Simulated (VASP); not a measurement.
# Zn (P6_3/mmc) in VASP: a series of runs

Zn is run at these levels: PBEsol; tasks: electric field gradients.

Everything below comes from runs of VASP 6.6.1. Logs are shortened: lines on timing, memory, paths and dates and some standing lists are left out, and cuts for length are marked.

### Step 1. The cell of the first run

The structure is hexagonal, space group P6_3/mmc (No. 194). Conventional cell: a = 2.665 Å, b = 2.665 Å, c = 4.947 Å, α = 90.00°, β = 90.00°, γ = 120.00°. Within 3.5 Å of Zn (site symmetry -6m2) lie 12 Zn at 2.66 to 2.91 Å.

### Step 2. Electric field gradients, PBEsol

INCAR

```
SYSTEM = Zn
ALGO = Normal
EDIFF = 1E-8
ENCUT = 520
GGA = PS
ISIF = 2
ISMEAR = -1
LASPH = .True.
LCHARG = .False.
LEFG = .True.
LREAL = .False.
LWAVE = .False.
NBANDS = 19
NELM = 80
PREC = Accurate
SIGMA = 0.03
```

KPOINTS

```
k-points
0
Gamma
  18 18 8
  0 0 0
```

POSCAR

```
Zn
1.0
    2.6647980532      0.0000000000      0.0000000000
   -1.3323990266      2.3077828100      0.0000000000
    0.0000000000      0.0000000000      4.9467000000
Zn
2
Direct
    0.3333333333      0.6666666667      0.2500000000
    0.6666666667      0.3333333333      0.7500000000
```

Potentials or basis: VASP PAW PBE potentials, release 64 (Zn).

The run is started by

```bash
> cat potpaw_PBE.64/Zn/POTCAR > POTCAR
> mpirun -np 1 vasp_std > vasp.out
```

OUTCAR:

```text
SYSTEM = Zn
   EDIFF = 1E-8
   ENCUT = 520
   GGA = PS
   ISIF = 2
   ISMEAR = -1
   LASPH = .True.
   LREAL = .False.
   NELM = 80
   PREC = Accurate

 ion  position               nearest neighbor table
   1  0.333  0.667  0.250-   2 2.91   2 2.91   2 2.91   2 2.91   2 2.91   2 2.91
   2  0.667  0.333  0.750-   1 2.91   1 2.91   1 2.91   1 2.91   1 2.91   1 2.91

  LATTYP: Found a hexagonal cell.
 ALAT       =     2.6647980532
 C/A-ratio  =     1.8563132745

  Lattice vectors:

 A1 = (   2.6647980532,   0.0000000000,   0.0000000000)
 A2 = (  -1.3323990266,   2.3077828100,   0.0000000000)
 A3 = (   0.0000000000,   0.0000000000,   4.9467000000)

Analysis of symmetry for initial positions (statically):
=====================================================================
 Subroutine PRICEL returns:
 Original cell was already a primitive cell.

 Routine SETGRP: Setting up the symmetry group for a
 hexagonal supercell.

 Subroutine GETGRP returns: Found 24 space group operations
 (whereof 12 operations were pure point group operations)
 out of a pool of 24 trial point group operations.

The static configuration has the point symmetry D_3d.
 The point group associated with its full space group is D_6h.

Analysis of symmetry for dynamics (positions and initial velocities):
=====================================================================
 Subroutine PRICEL returns:
 Original cell was already a primitive cell.

 Routine SETGRP: Setting up the symmetry group for a
 hexagonal supercell.

 Subroutine GETGRP returns: Found 24 space group operations
 (whereof 12 operations were pure point group operations)
 out of a pool of 24 trial point group operations.

The dynamic configuration has the point symmetry D_3d.
 The point group associated with its full space group is D_6h.

 Subroutine INISYM returns: Found 24 space group operations
 (whereof 12 operations are pure point group operations),
 and found     1 'primitive' translations

----------------------------------------------------------------------------------------

                                     Primitive cell

  volume of cell :      30.4211

  direct lattice vectors                    reciprocal lattice vectors
     2.664798053  0.000000000  0.000000000     0.375262958  0.216658170  0.000000000
    -1.332399027  2.307782810  0.000000000     0.000000000  0.433316340  0.000000000
     0.000000000  0.000000000  4.946700000     0.000000000  0.000000000  0.202154972

  length of vectors
     2.664798053  2.664798053  4.946700000     0.433316340  0.433316340  0.202154972

  position of ions in fractional coordinates (direct lattice)
     0.333333333  0.666666667  0.250000000
     0.666666667  0.333333333  0.750000000

  ion indices of the primitive-cell ions
   primitive index   ion index
                 1           1
                 2           2

----------------------------------------------------------------------------------------

 KPOINTS: k-points

Automatic generation of k-mesh.
 Grid dimensions read from file:
 generate k-points for:   18   18    8

 Generating k-lattice:

  Cartesian coordinates                     Fractional coordinates (reciprocal lattice)
     0.020847942  0.012036565  0.000000000     0.055555556  0.000000000  0.000000000
     0.000000000  0.024073130  0.000000000     0.000000000  0.055555556  0.000000000
     0.000000000  0.000000000  0.025269372     0.000000000  0.000000000  0.125000000

  Length of vectors
     0.024073130  0.024073130  0.025269372

  Shift w.r.t. Gamma in fractional coordinates (k-lattice)
     0.000000000  0.000000000  0.000000000

 Subroutine IBZKPT returns following result:
 ===========================================

 Found    185 irreducible k-points:

 Following reciprocal coordinates:
            Coordinates               Weight
  0.000000  0.000000  0.000000      1.000000
  0.055556 -0.000000  0.000000      6.000000
  0.111111 -0.000000  0.000000      6.000000
  0.166667 -0.000000  0.000000      6.000000
  0.222222 -0.000000  0.000000      6.000000
  0.277778 -0.000000  0.000000      6.000000
[... 16 lines left out ...]
  0.333333  0.111111  0.000000     12.000000
  0.388889  0.111111  0.000000     12.000000
 [... further k-points ...]
   k-points           NKPTS =    185   k-points in BZ     NKDIM =    185   number of bands    NBANDS=     19
   number of dos      NEDOS =    301   number of ions     NIONS =      2
   total plane-waves  NPLWV =  16000
   dimension x,y,z NGX =    20 NGY =   20 NGZ =   40
   dimension x,y,z NGXF=    40 NGYF=   40 NGZF=   80
   ions per type =               2
   NGX,Y,Z   is equivalent  to a cutoff of  12.48, 12.48, 13.44 a.u.
   NGXF,Y,Z  is equivalent  to a cutoff of  24.95, 24.95, 26.89 a.u.
 SYSTEM =  Zn
   PREC   = accura    normal or accurate (medium, high low for compatibility)
   ISTART =      0    job   : 0-new  1-cont  2-samecut
   ICHARG =      2    charge: 1-file 2-atom 10-const
   ISPIN  =      1    spin polarized calculation?
   LNONCOLLINEAR =      F non collinear calculations
   LSORBIT =      F    spin-orbit coupling
   LASPH  =      T    aspherical Exc in radial PAW
   ENCUT  =  520.0 eV  38.22 Ry    6.18 a.u.   4.95  4.95  9.20*2*pi/ulx,y,z
   NELM   =     80;   NELMIN=  2; NELMDL= -5     # of ELM steps
   EDIFF  = 0.1E-07   stopping-criterion for ELM
   LREAL  =      F    real-space projection
   EDIFFG = 0.1E-06   stopping-criterion for IOM
   NSW    =      0    number of steps for IOM
   IBRION =     -1    ionic relax: 0-MD 1-quasi-New 2-CG
   NFREE  =      0    steps in history (QN), initial steepest desc. (CG)
   ISIF   =      2    stress and relaxation
   ISYM   =      2    0-nonsym 1-usesym 2-fastsym
   POTIM  = 0.5000    time-step for ionic-motion
   TEBEG  =    0.0;   TEEND  =   0.0 temperature during run
   PSTRESS=    0.0 pullay stress
   NELECT =      24.0000    total number of electrons
   NUPDOWN=      -1.0000    fix difference up-down
   EMIN   =  10.00;   EMAX   =-10.00  energy-range for DOS
   EFERMI =   0.00;   METHOD = LEGACY
   ISMEAR =    -1;   SIGMA  =   0.03  broadening in eV -4-tet -1-fermi 0-gaus
   EFERMI_NEDOS =   21; number of points for ismear=-14 and -15
   IALGO  =     38    algorithm
   IMIX   =      4    mixing-type and parameters
     AMIX     =   0.40;   BMIX     =  1.00
     AMIX_MAG =   1.60;   BMIX_MAG =  1.00
  volume/ion in A,a.u.               =      15.21       102.65
  Fermi-wavevector in a.u.,A,eV,Ry     =   1.512703  2.858594 31.133805  2.288270
  Thomas-Fermi vector in A             =   2.622592
   LORBIT       =      0    0 simple, 1 ext, 2 COOP (PROOUT), +10 PAW based schemes
   GGA     = PS    functional components
   LHFCALC =     F    Hartree Fock is set to
   AEXX    =    0.0000 exact exchange contribution
   IVDW    =     0    specifies the selected vdW correction
   LEPSILON=     F    determine dielectric tensor
   LRPA    =     F    only Hartree local field effects (RPA)
 non-spin polarized calculation
  energy-cutoff  :      520.00
  volume of cell :       30.42
 maximum number of plane-waves:       855
 NGX is ok and might be reduce to    20
   NGX =  9   NGY =  9   NGZ = 19

 number of electron      24.0000012 magnetization

 Free energy of the ion-electron system (eV)
  ---------------------------------------------------
  ext. energy  EPLUGINS =         0.00000000
  ---------------------------------------------------
  free energy    TOTEN  =        -3.13936884 eV

  energy without entropy =       -3.13788193  energy(sigma->0) =       -3.13862539

 E-fermi :   3.0874     XC(G=0): -11.7002

 val. band max:        3.0706578855   @ k =   0.3333   0.3333   0.0000
 cond. band min:       3.1065365952   @ k =   0.3333   0.2222   0.2500
 fundamental gap:      0.0358787097
 Fermi energy:         3.0874133914

 k-point     1 :       0.0000    0.0000    0.0000
  band No.  band energies     occupation
      1      -7.4772      2.00000
      2      -5.6480      2.00000
      3      -4.9407      2.00000
      4      -4.7125      2.00000
      5      -4.7125      2.00000
      6      -4.6622      2.00000
[... 11 lines left out ...]
     18      21.9831      0.00000
     19      21.9839      0.00000

 k-point     2 :       0.0556   -0.0000    0.0000
  band No.  band energies     occupation
      1      -7.3855      2.00000
      2      -5.6076      2.00000
      3      -4.9312      2.00000
      4      -4.7216      2.00000
      5      -4.6908      2.00000
      6      -4.6723      2.00000
[... 11 lines left out ...]
     18      21.1688      0.00000
     19      22.8263      0.00000

 k-point     3 :       0.1111   -0.0000    0.0000
  band No.  band energies     occupation
      1      -7.1139      2.00000
      2      -5.4970      2.00000
      3      -4.9097      2.00000
      4      -4.7422      2.00000
      5      -4.6928      2.00000
      6      -4.6279      2.00000
[... 11 lines left out ...]
     18      20.5205      0.00000
     19      22.0360      0.00000

 k-point     4 :       0.1667   -0.0000    0.0000
  band No.  band energies     occupation
      1      -6.6765      2.00000
      2      -5.3540      2.00000
      3      -4.8930      2.00000
      4      -4.7695      2.00000
      5      -4.6732      2.00000
      6      -4.5705      2.00000
[... 11 lines left out ...]
     18      19.2407      0.00000
     19      20.1999      0.00000

 k-point     5 :       0.2222   -0.0000    0.0000
  band No.  band energies     occupation
      1      -6.1208      2.00000
      2      -5.2556      2.00000
      3      -4.8542      2.00000
      4      -4.7820      2.00000
      5      -4.7481      2.00000
      6      -4.5591      2.00000
[... 11 lines left out ...]
     18      18.6108      0.00000
     19      18.9001      0.00000
[... 334 lines left out ...]
      2      -5.1561      2.00000
      3      -4.9212      2.00000
      4      -4.8286      2.00000
      5      -4.7645      2.00000
      6      -4.6176      2.00000
[... 11 lines left out ...]
     18      17.3241      0.00000
     19      18.3996      0.00000

 k-point    22 :       0.2778    0.1111    0.0000
  band No.  band energies     occupation
      1      -5.2616      2.00000
      2      -5.1981      2.00000
      3      -5.0319      2.00000
      4      -4.6933      2.00000
      5      -4.6614      2.00000
      6      -4.6160      2.00000
[... 11 lines left out ...]
     18      16.6752      0.00000
     19      17.8984      0.00000

 k-point    23 :       0.3333    0.1111    0.0000
  band No.  band energies     occupation
      1      -5.3006      2.00000
      2      -5.2205      2.00000
      3      -5.1113      2.00000
      4      -4.6917      2.00000
      5      -4.6159      2.00000
      6      -4.5529      2.00000
[... 11 lines left out ...]
     18      16.1932      0.00000
     19      17.5107      0.00000

 k-point    24 :       0.3889    0.1111    0.0000
  band No.  band energies     occupation
      1      -5.3402      2.00000
      2      -5.2442      2.00000
      3      -5.1586      2.00000
      4      -4.7078      2.00000
      5      -4.5902      2.00000
      6      -4.5668      2.00000
[... 11 lines left out ...]
     18      15.8964      0.00000
     19      17.2723      0.00000

 [... further k-points ...]

------------------------ aborting loop because EDIFF is reached ----------------------------------------

  FORCE on cell =-STRESS in cart. coord.  units (eV):
  Direction    XX          YY          ZZ          XY          YZ          ZX
  --------------------------------------------------------------------------------------
  -------------------------------------------------------------------------------------
  Total       -1.0793690     -1.0793690     -0.7086644      0.0000000      0.0000000      0.0000000
  in kB      -56.8467613    -56.8467613    -37.3229853      0.0000000      0.0000000      0.0000000
  external PRESSURE =     -50.3388360 kB  Pullay stress =       0.0000000 kB

 VOLUME and BASIS-vectors are now :
 -----------------------------------------------------------------------------
  energy-cutoff  :      520.00
  volume of cell :       30.42
      direct lattice vectors                 reciprocal lattice vectors
     2.664798053  0.000000000  0.000000000     0.375262958  0.216658170  0.000000000
    -1.332399027  2.307782810  0.000000000     0.000000000  0.433316340  0.000000000
     0.000000000  0.000000000  4.946700000     0.000000000  0.000000000  0.202154972

 POSITION                                       TOTAL-FORCE (eV/Angst)
 -----------------------------------------------------------------------------------
     -0.00000      1.53852      1.23667        -0.000000      0.000000      0.000000
      1.33240      0.76926      3.71002         0.000000      0.000000      0.000000
 -----------------------------------------------------------------------------------
    total drift:                               -0.000000      0.000000      0.000000

  FREE ENERGIE OF THE ION-ELECTRON SYSTEM (eV)
  ---------------------------------------------------
  free  energy   TOTEN  =        -3.1393688431 eV

  energy  without entropy=       -3.1378819339  energy(sigma->0) =       -3.13862539

 Electric field gradients (V/A^2)
---------------------------------------------------------------------
 ion       V_xx      V_yy      V_zz      V_xy      V_xz      V_yz
---------------------------------------------------------------------
   1     -17.467   -17.460    34.927     0.006     0.000    -0.000
   2     -17.467   -17.460    34.927     0.006    -0.000     0.000
---------------------------------------------------------------------

 Electric field gradients after diagonalization (V/A^2)
 (convention: |V_zz| > |V_xx| > |V_yy|)
----------------------------------------------------------------------
 ion       V_xx      V_yy      V_zz     asymmetry (V_yy - V_xx)/ V_zz
----------------------------------------------------------------------
   1     -17.470   -17.457    34.927       0.000
   2     -17.470   -17.457    34.927       0.000
----------------------------------------------------------------------

           NMR quadrupolar parameters

 Cq : quadrupolar parameter    Cq=e*Q*V_zz/h
 eta: asymmetry parameters     (V_yy - V_xx)/ V_zz
 Q  : nuclear electric quadrupole moment in mb (millibarn)
----------------------------------------------------------------------
 ion       Cq(MHz)       eta       Q (mb)
----------------------------------------------------------------------
   1       0.084       0.000       1.000
   2       0.084       0.000       1.000
----------------------------------------------------------------------
```

Run time: 40 s. Hardware: 1 thread of AMD EPYC 9R45 (Zen 5), shared host; peak memory 0.18 GiB.

What came out:

* Free energy: -3.1394 eV
* Pressure: -5.0 GPa
* Band gap on the k mesh: zero (band 12 reaches 4.55 eV, above the bottom of band 13 at -0.10 eV)

Electric field gradients, principal values (V/Å²):
| atom | least | middle | greatest (by size) |
| --- | --- | --- | --- |
| 1 Zn | -17.457 | -17.470 | 34.927 |
| 2 Zn | -17.457 | -17.470 | 34.927 |

Caveat: without QUAD_EFG the Cq values of the log hold for a quadrupole moment of 1 mb, not for the nuclei; the PAW data sets were made with another functional, which shifts forces and pressure a little.

(Part 1 of 2 ends here.)
